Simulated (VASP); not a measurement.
Runs of VASP 6.6.1 on SrCl2. The structure is that of space group Fm-3m (No. 225), or close to it. The cells are those of the table. 

```tsv
cell	gap on the mesh (eV)	pressure (GPa)
a = 5.043, b = 5.043, c = 5.003 Å, angles 60.3, 60.3, 59.5°, 3 atoms	(b)	-0.9
a = 4.938, b = 4.938, c = 4.818 Å, angles 60.8, 60.8, 58.4°, 3 atoms	5.21	2.0
a = 5.047, b = 5.047, c = 4.924 Å, angles 60.8, 60.8, 58.4°, 3 atoms	5.01	-0.4
a = 5.005, b = 5.005, c = 4.924 Å, angles 60.5, 60.5, 58.9°, 3 atoms	5.14	(c)
a = 4.909, b = 4.909, c = 4.870 Å, angles 60.3, 60.3, 59.5°, 3 atoms	(a)	2.0
```

Alike in all rows: task single point; level PBE; potentials or basis VASP PAW PBE potentials, release 64 (Sr_sv, Cl); no spin polarisation; k mesh 6 × 6 × 6; cutoff (eV) 520; smearing gaussian 0.05 eV.

Question: Fill in the values left out.

Answer: (a) 5.38; (b) 5.08; (c) 0.1.

A k mesh can miss the band edges, and the runs leave out spin-orbit coupling on Sr.
